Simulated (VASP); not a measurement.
Here is a VASP 6.6.1 calculation.

Contents of POSCAR:

```
C
1.0
    2.4559134450      0.0000000000      0.0000000000
   -1.2279567225      2.1268834329      0.0000000000
    0.0000000000      0.0000000000      7.0106290262
C
4
Direct
    1.0000000000      1.0000000000      0.2500000000
    0.0000000000      0.0000000000      0.7500000000
    0.3333333333      0.6666666667      0.2500000000
    0.6666666667      0.3333333333      0.7500000000
```

File INCAR.step1:

```
SYSTEM = C
PREC = Accurate ; ENCUT = 520
ISMEAR = 0 ; SIGMA = 0.6
LREAL = .False. ; LASPH = .True.
NELM = 60 ; NBANDS = 16
GGA = PE ; ALGO = Normal
EDIFF = 1E-4 ; LWAVE = .True.
LCHARG = .False.
```

File INCAR.step2:

```
SYSTEM = C
PREC = Accurate ; ENCUT = 520
EDIFF = 1E-6 ; ISMEAR = 0
SIGMA = 0.6 ; LREAL = .False.
LASPH = .True. ; NELM = 60
ALGO = Normal ; ISIF = 2
LWAVE = .False. ; LCHARG = .False.
METAGGA = R2SCAN ; LMIXTAU = .True.
NBANDS = 16 ; ISTART = 1
```

The input KPOINTS:

```
regular mesh
0
Gamma
  15 15 5
  0 0 0
```

Potentials or basis: VASP PAW PBE potentials, release 64 (C).

Command:

```console
$ cat potpaw_PBE.64/C/POTCAR > POTCAR
$ cp INCAR.step1 INCAR
$ mpirun -np 1 vasp_std > vasp.out
$ cp INCAR.step2 INCAR
$ mpirun -np 1 vasp_std > vasp.out
```

Predict the band gap on the k mesh.

zero (bands 8 and 9 overlap by 0.02 eV).

What does it give for the pressure?

0.7 GPa.

Stress tensor (GPa, compression positive):
```
1.03 0.00 0.00
0.00 1.03 0.00
0.00 0.00 0.03
```

Caveat: so wide a smearing shifts energies and pressures; the PAW data sets were made with another functional, which shifts forces and pressure a little.
